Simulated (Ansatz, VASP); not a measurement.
**Zn2CdSe3: VASP beside Ansatz**

```
CELL_PARAMETERS angstrom
4.14846 0.00000 0.00000
-2.07423 3.59267 0.00000
0.00000 0.00000 20.57005
ATOMIC_POSITIONS crystal
Zn 0.33333 0.66667 0.99768
Zn 0.33333 0.66667 0.33870
Zn 0.66667 0.33333 0.49768
Zn 0.66667 0.33333 0.83870
Cd 0.33333 0.66667 0.67054
Cd 0.66667 0.33333 0.17054
Se 0.33333 0.66667 0.11815
Se 0.33333 0.66667 0.45966
Se 0.33333 0.66667 0.80026
Se 0.66667 0.33333 0.30026
Se 0.66667 0.33333 0.61816
Se 0.66667 0.33333 0.95966
```

Alike in both runs: functional PBE; k mesh 6 × 6 × 2; occupations gaussian, width 0.02 eV; no spin polarisation.

Ansatz relaxed the structure, and its values are those at the end. VASP's run is a single point on that final structure, the one shown.

```csv
,VASP,Ansatz
version,VASP 6.6.1,Ansatz 0.2.0
potentials or method,"VASP PAW PBE potentials, release 64 (Zn, Cd, Se), cutoff 520 eV","scalar-relativistic, plane waves, PAW"
valence electrons in the cell,108,184
```

```csv
,VASP,Ansatz,Ansatz less VASP
gap on the k mesh at the Fermi level (eV),0.73,0.73,+0.004
least direct gap on the mesh (eV),0.73,0.73,+0.004
pressure (GPa),0.2,0.0,-0.23
rms of the force components (eV/Å),0.006,0.001,-0.0043
```

VASP's potentials hold 108 valence electrons a cell and Ansatz's 184, so a difference there can come from the potentials and not from the codes.
